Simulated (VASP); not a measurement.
SrCl2:

```xyz
3
Lattice="0.0000 3.5194 3.5194 3.5194 0.0000 3.5194 3.5194 3.5194 0.0000" Properties=species:S:1:pos:R:3 pbc="T T T"
Sr    0.0000    0.0000    0.0000
Cl    5.2791    5.2791    5.2791
Cl    1.7597    1.7597    1.7597
```

```yaml
Program: VASP 6.6.1
Task: relaxation of cell and atoms
Functional: LDA
Potentials_or_basis: VASP PAW LDA potentials, release 64 (Sr_sv, Cl)
Cutoff: 600 eV
k_mesh: 6 × 6 × 6
Occupations: fermi-dirac, width 0.02 eV
Spin: no spin polarisation
```

At the start: pressure -3.5 GPa; volume 29.06 Å³/atom.

Task: How do energy, volume and symmetry change on relaxing?

Result: Over 3 steps the energy falls by 32.3 meV/atom and the volume is 26.35 Å³/atom (-9.3 %); space group Fm-3m (No. 225, to 0.05 Å).

Step by step:
| step | energy change (eV) | largest force (eV/Å) | pressure (GPa) | volume (Å³) |
| --- | --- | --- | --- | --- |
| 1 | 0.0000 | 0.0000 | -3.45 | 87.18 |
| 2 | -0.0964 | 0.0000 | -0.27 | 79.51 |
| 3 | -0.0968 | 0.0000 | -0.02 | 79.04 |

Final structure:
```
CELL_PARAMETERS angstrom
0.00000 3.40615 3.40615
3.40615 0.00000 3.40615
3.40615 3.40615 0.00000
ATOMIC_POSITIONS crystal
Sr 0.00000 0.00000 0.00000
Cl 0.75000 0.75000 0.75000
Cl 0.25000 0.25000 0.25000
```
